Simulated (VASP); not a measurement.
# V (Fd-3m) in VASP: notebook

The runs below take V through single point, relaxation of cell and atoms, with PBEsol.

Everything below comes from runs of VASP 6.6.1. Logs are shortened: lines on timing, memory, paths and dates and some standing lists are left out, and cuts for length are marked.

## Step 1: The cell of the first run

The structure is cubic, space group Fd-3m (No. 227). The conventional cell has a = 5.184 Å, b = 5.184 Å, c = 5.184 Å, α = 90.00°, β = 90.00°, γ = 90.00°. Within 3.0 Å of V (site symmetry -43m) lie 4 V at 2.24 Å.

This isn't the form of V at room conditions, which is bcc.

## Step 2: Single point, PBEsol

The input, INCAR:

```
PREC     = Accurate       # precision mode
ENCUT    = 520            # plane-wave cutoff, eV
EDIFF    = 1E-7           # SCF threshold, eV
ISMEAR   = 0              # smearing method
SIGMA    = 0.1            # smearing width, eV
LREAL    = False          # projectors in reciprocal space
LASPH    = True           # aspherical terms in the spheres
NELM     = 100            # most SCF steps
ALGO     = Fast           # electronic algorithm
ISIF     = 2              # what is computed and relaxed
LWAVE    = False          # write WAVECAR
LCHARG   = False          # write CHGCAR
GGA      = PS             # functional
NBANDS   = 20             # bands
```

The input, KPOINTS:

```
Automatic mesh
0
Gamma
  18 18 18
```

The input, POSCAR:

```
V
1.0
    0.0000000000      2.5920134421      2.5920134421
    2.5920134421      0.0000000000      2.5920134421
    2.5920134421      2.5920134421      0.0000000000
V
2
Direct
    0.0000000000      0.0000000000      0.0000000000
    0.2500000000      0.2500000000      0.2500000000
```

Potentials or basis: VASP PAW PBE potentials, release 64 (V_sv).

Launch:

```sh
$ cat potpaw_PBE.64/V_sv/POTCAR > POTCAR
$ mpirun -np 1 vasp_std > vasp.out
```

OUTCAR:

```text
PREC = Accurate
   ENCUT = 520
   EDIFF = 1E-7
   ISMEAR = 0
   LREAL = False
   LASPH = True
   NELM = 100
   ISIF = 2
   GGA = PS

 ion  position               nearest neighbor table
   1  0.000  0.000  0.000-   2 2.24   2 2.24   2 2.24   2 2.24
   2  0.250  0.250  0.250-   1 2.24   1 2.24   1 2.24   1 2.24

  LATTYP: Found a face centered cubic cell.
 ALAT       =     5.1840268842

  Lattice vectors:

 A1 = (   0.0000000000,   2.5920134421,   2.5920134421)
 A2 = (   2.5920134421,   0.0000000000,   2.5920134421)
 A3 = (   2.5920134421,   2.5920134421,   0.0000000000)

Analysis of symmetry for initial positions (statically):
=====================================================================
 Subroutine PRICEL returns:
 Original cell was already a primitive cell.

 Routine SETGRP: Setting up the symmetry group for a
 face centered cubic supercell.

 Subroutine GETGRP returns: Found 48 space group operations
 (whereof 24 operations were pure point group operations)
 out of a pool of 48 trial point group operations.

The static configuration has the point symmetry T_d .
 The point group associated with its full space group is O_h .

Analysis of symmetry for dynamics (positions and initial velocities):
=====================================================================
 Subroutine PRICEL returns:
 Original cell was already a primitive cell.

 Routine SETGRP: Setting up the symmetry group for a
 face centered cubic supercell.

 Subroutine GETGRP returns: Found 48 space group operations
 (whereof 24 operations were pure point group operations)
 out of a pool of 48 trial point group operations.

The dynamic configuration has the point symmetry T_d .
 The point group associated with its full space group is O_h .

 Subroutine INISYM returns: Found 48 space group operations
 (whereof 24 operations are pure point group operations),
 and found     1 'primitive' translations

----------------------------------------------------------------------------------------

                                     Primitive cell

  volume of cell :      34.8291

  direct lattice vectors                    reciprocal lattice vectors
     0.000000000  2.592013442  2.592013442    -0.192900234  0.192900234  0.192900234
     2.592013442  0.000000000  2.592013442     0.192900234 -0.192900234  0.192900234
     2.592013442  2.592013442  0.000000000     0.192900234  0.192900234 -0.192900234

  length of vectors
     3.665660564  3.665660564  3.665660564     0.334113006  0.334113006  0.334113006

  position of ions in fractional coordinates (direct lattice)
     0.000000000  0.000000000  0.000000000
     0.250000000  0.250000000  0.250000000

  ion indices of the primitive-cell ions
   primitive index   ion index
                 1           1
                 2           2

----------------------------------------------------------------------------------------

 KPOINTS: Automatic mesh

Automatic generation of k-mesh.
 Grid dimensions read from file:
 generate k-points for:   18   18   18

 Generating k-lattice:

  Cartesian coordinates                     Fractional coordinates (reciprocal lattice)
    -0.010716680  0.010716680  0.010716680     0.055555556  0.000000000  0.000000000
     0.010716680 -0.010716680  0.010716680     0.000000000  0.055555556  0.000000000
     0.010716680  0.010716680 -0.010716680     0.000000000  0.000000000  0.055555556

  Length of vectors
     0.018561834  0.018561834  0.018561834

  Shift w.r.t. Gamma in fractional coordinates (k-lattice)
     0.000000000  0.000000000  0.000000000

 Subroutine IBZKPT returns following result:
 ===========================================

 Found    195 irreducible k-points:

 Following reciprocal coordinates:
            Coordinates               Weight
  0.000000  0.000000  0.000000      1.000000
  0.055556  0.000000  0.000000      8.000000
  0.111111  0.000000  0.000000      8.000000
  0.166667  0.000000  0.000000      8.000000
  0.222222  0.000000  0.000000      8.000000
  0.277778  0.000000  0.000000      8.000000
[... 16 lines left out ...]
 -0.277778  0.055556  0.000000     24.000000
 -0.222222  0.055556  0.000000     24.000000
 [... further k-points ...]
   k-points           NKPTS =    195   k-points in BZ     NKDIM =    195   number of bands    NBANDS=     20
   number of dos      NEDOS =    301   number of ions     NIONS =      2
   total plane-waves  NPLWV =  21952
   dimension x,y,z NGX =    28 NGY =   28 NGZ =   28
   dimension x,y,z NGXF=    56 NGYF=   56 NGZF=   56
   ions per type =               2
   NGX,Y,Z   is equivalent  to a cutoff of  12.70, 12.70, 12.70 a.u.
   NGXF,Y,Z  is equivalent  to a cutoff of  25.40, 25.40, 25.40 a.u.
 SYSTEM =  unknown system
   PREC   = accura    normal or accurate (medium, high low for compatibility)
   ISTART =      0    job   : 0-new  1-cont  2-samecut
   ICHARG =      2    charge: 1-file 2-atom 10-const
   ISPIN  =      1    spin polarized calculation?
   LNONCOLLINEAR =      F non collinear calculations
   LSORBIT =      F    spin-orbit coupling
   LASPH  =      T    aspherical Exc in radial PAW
   ENCUT  =  520.0 eV  38.22 Ry    6.18 a.u.   6.82  6.82  6.82*2*pi/ulx,y,z
   NELM   =    100;   NELMIN=  2; NELMDL= -5     # of ELM steps
   EDIFF  = 0.1E-06   stopping-criterion for ELM
   LREAL  =      F    real-space projection
   EDIFFG = 0.1E-05   stopping-criterion for IOM
   NSW    =      0    number of steps for IOM
   IBRION =     -1    ionic relax: 0-MD 1-quasi-New 2-CG
   NFREE  =      0    steps in history (QN), initial steepest desc. (CG)
   ISIF   =      2    stress and relaxation
   ISYM   =      2    0-nonsym 1-usesym 2-fastsym
   POTIM  = 0.5000    time-step for ionic-motion
   TEBEG  =    0.0;   TEEND  =   0.0 temperature during run
   PSTRESS=    0.0 pullay stress
   NELECT =      26.0000    total number of electrons
   NUPDOWN=      -1.0000    fix difference up-down
   EMIN   =  10.00;   EMAX   =-10.00  energy-range for DOS
   EFERMI =   0.00;   METHOD = LEGACY
   ISMEAR =     0;   SIGMA  =   0.10  broadening in eV -4-tet -1-fermi 0-gaus
   EFERMI_NEDOS =   21; number of points for ismear=-14 and -15
   IALGO  =     68    algorithm
   IMIX   =      4    mixing-type and parameters
     AMIX     =   0.40;   BMIX     =  1.00
     AMIX_MAG =   1.60;   BMIX_MAG =  1.00
  volume/ion in A,a.u.               =      17.41       117.52
  Fermi-wavevector in a.u.,A,eV,Ry     =   1.485087  2.806408 30.007442  2.205485
  Thomas-Fermi vector in A             =   2.598543
   LORBIT       =      0    0 simple, 1 ext, 2 COOP (PROOUT), +10 PAW based schemes
   GGA     = PS    functional components
   LHFCALC =     F    Hartree Fock is set to
   AEXX    =    0.0000 exact exchange contribution
   IVDW    =     0    specifies the selected vdW correction
   LEPSILON=     F    determine dielectric tensor
   LRPA    =     F    only Hartree local field effects (RPA)
 non-spin polarized calculation
 RMM-DIIS sequential band-by-band and
 Gauss-broadening in eV      SIGMA  =   0.10
  energy-cutoff  :      520.00
  volume of cell :       34.83
 maximum number of plane-waves:       960
   NGX = 13   NGY = 13   NGZ = 13

 number of electron      25.9999989 magnetization

 Free energy of the ion-electron system (eV)
  ---------------------------------------------------
  ext. energy  EPLUGINS =         0.00000000
  ---------------------------------------------------
  free energy    TOTEN  =       -14.32885645 eV

  energy without entropy =      -14.30781536  energy(sigma->0) =      -14.31833591

 E-fermi :   6.7426     XC(G=0): -11.3505

 val. band max:        6.7423880483   @ k =  -0.4444   0.2778   0.0556
 cond. band min:       6.7427231998   @ k =  -0.4444   0.1667   0.0000
 fundamental gap:      0.0003351514
 Fermi energy:         6.7425798429

 k-point     1 :       0.0000    0.0000    0.0000
  band No.  band energies     occupation
      1     -56.7483      2.00000
      2     -55.9707      2.00000
      3     -30.9263      2.00000
      4     -30.9263      2.00000
      5     -30.9263      2.00000
      6     -29.9234      2.00000
[... 12 lines left out ...]
     19      10.7597      0.00000
     20      20.1968      0.00000

 k-point     2 :       0.0556    0.0000    0.0000
  band No.  band energies     occupation
      1     -56.7440      2.00000
      2     -55.9752      2.00000
      3     -30.9307      2.00000
      4     -30.9307      2.00000
      5     -30.9267      2.00000
      6     -29.9236      2.00000
[... 12 lines left out ...]
     19      10.7572      0.00000
     20      19.1816      0.00000

 k-point     3 :       0.1111    0.0000    0.0000
  band No.  band energies     occupation
      1     -56.7313      2.00000
      2     -55.9886      2.00000
      3     -30.9429      2.00000
      4     -30.9429      2.00000
      5     -30.9280      2.00000
      6     -29.9240      2.00000
[... 12 lines left out ...]
     19      10.7481      0.00000
     20      17.9963      0.00000

 k-point     4 :       0.1667    0.0000    0.0000
  band No.  band energies     occupation
      1     -56.7108      2.00000
      2     -56.0100      2.00000
      3     -30.9611      2.00000
      4     -30.9611      2.00000
      5     -30.9303      2.00000
      6     -29.9242      2.00000
[... 12 lines left out ...]
     19      10.7286      0.00000
     20      16.7760      0.00000

 k-point     5 :       0.2222    0.0000    0.0000
  band No.  band energies     occupation
      1     -56.6839      2.00000
      2     -56.0382      2.00000
      3     -30.9826      2.00000
      4     -30.9826      2.00000
      5     -30.9335      2.00000
      6     -29.9240      2.00000
[... 12 lines left out ...]
     19      10.6929      0.00000
     20      15.5533      0.00000

 k-point     6 :       0.2778    0.0000    0.0000
  band No.  band energies     occupation
      1     -56.6525      2.00000
      2     -56.0709      2.00000
      3     -31.0046      2.00000
      4     -31.0046      2.00000
      5     -30.9376      2.00000
      6     -29.9231      2.00000
[... 12 lines left out ...]
     19      10.6353      0.00000
     20      14.3680      0.00000

 k-point     7 :       0.3333    0.0000    0.0000
  band No.  band energies     occupation
      1     -56.6193      2.00000
      2     -56.1053      2.00000
      3     -31.0244      2.00000
      4     -31.0244      2.00000
      5     -30.9418      2.00000
      6     -29.9216      2.00000
[... 12 lines left out ...]
     19      10.5528      0.00000
     20      13.2725      0.00000
[... 277 lines left out ...]
 k-point    20 :      -0.4444    0.0556    0.0000
  band No.  band energies     occupation
      1     -56.5573      2.00000
      2     -56.1691      2.00000
      3     -31.0783      2.00000
      4     -31.0537      2.00000
      5     -30.9183      2.00000
      6     -29.9442      2.00000
[... 12 lines left out ...]
     19      10.4192      0.00000
     20      11.5382      0.00000

 k-point    21 :      -0.3889    0.0556    0.0000
  band No.  band energies     occupation
      1     -56.5760      2.00000
      2     -56.1499      2.00000
      3     -31.0721      2.00000
      4     -31.0429      2.00000
      5     -30.9181      2.00000
      6     -29.9437      2.00000
[... 12 lines left out ...]
     19      10.5561      0.00000
     20      12.0790      0.00000

 k-point    22 :      -0.3333    0.0556    0.0000
  band No.  band energies     occupation
      1     -56.6049      2.00000
      2     -56.1202      2.00000
      3     -31.0588      2.00000
      4     -31.0265      2.00000
      5     -30.9176      2.00000
      6     -29.9430      2.00000
[... 12 lines left out ...]
     19      10.6726      0.00000
     20      12.9376      0.00000

 k-point    23 :      -0.2778    0.0556    0.0000
  band No.  band energies     occupation
      1     -56.6378      2.00000
      2     -56.0861      2.00000
      3     -31.0396      2.00000
      4     -31.0063      2.00000
      5     -30.9171      2.00000
      6     -29.9418      2.00000
[... 12 lines left out ...]
     19      10.7549      0.00000
     20      13.9902      0.00000

 k-point    24 :      -0.2222    0.0556    0.0000
  band No.  band energies     occupation
      1     -56.6702      2.00000
      2     -56.0525      2.00000
      3     -31.0163      2.00000
      4     -30.9842      2.00000
      5     -30.9172      2.00000
      6     -29.9397      2.00000
[... 12 lines left out ...]
     19      10.8023      0.00000
     20      15.1536      0.00000

 [... further k-points ...]

------------------------ aborting loop because EDIFF is reached ----------------------------------------

  FORCE on cell =-STRESS in cart. coord.  units (eV):
  Direction    XX          YY          ZZ          XY          YZ          ZX
  --------------------------------------------------------------------------------------
  -------------------------------------------------------------------------------------
  Total        0.1339158      0.1339158      0.1339158     -0.0000000     -0.0000000      0.0000000
  in kB        6.1602833      6.1602833      6.1602833     -0.0000000     -0.0000000      0.0000000
  external PRESSURE =       6.1602833 kB  Pullay stress =       0.0000000 kB

 VOLUME and BASIS-vectors are now :
 -----------------------------------------------------------------------------
  energy-cutoff  :      520.00
  volume of cell :       34.83
      direct lattice vectors                 reciprocal lattice vectors
     0.000000000  2.592013442  2.592013442    -0.192900234  0.192900234  0.192900234
     2.592013442  0.000000000  2.592013442     0.192900234 -0.192900234  0.192900234
     2.592013442  2.592013442  0.000000000     0.192900234  0.192900234 -0.192900234

 POSITION                                       TOTAL-FORCE (eV/Angst)
 -----------------------------------------------------------------------------------
      0.00000      0.00000      0.00000         0.000000      0.000000     -0.000000
      1.29601      1.29601      1.29601        -0.000000     -0.000000      0.000000
 -----------------------------------------------------------------------------------
    total drift:                                0.000000      0.000000      0.000000

  FREE ENERGIE OF THE ION-ELECTRON SYSTEM (eV)
  ---------------------------------------------------
  free  energy   TOTEN  =       -14.3288564515 eV

  energy  without entropy=      -14.3078153635  energy(sigma->0) =      -14.31833591
```

It took 2.4 min on 1 thread of Intel Xeon Platinum 8259CL at 2.50GHz (Skylake/Cascade Lake), shared host; peak memory 0.23 GiB.

Results:

```yaml
Free_energy: -14.3289 eV
Pressure: 0.6 GPa
Band_gap_on_the_k_mesh: zero (bands 13 and 14 overlap by 1.10 eV)
```

Caveat: the PAW data sets were made with another functional, which shifts forces and pressure a little.

(Part 1 of 2 ends here.)
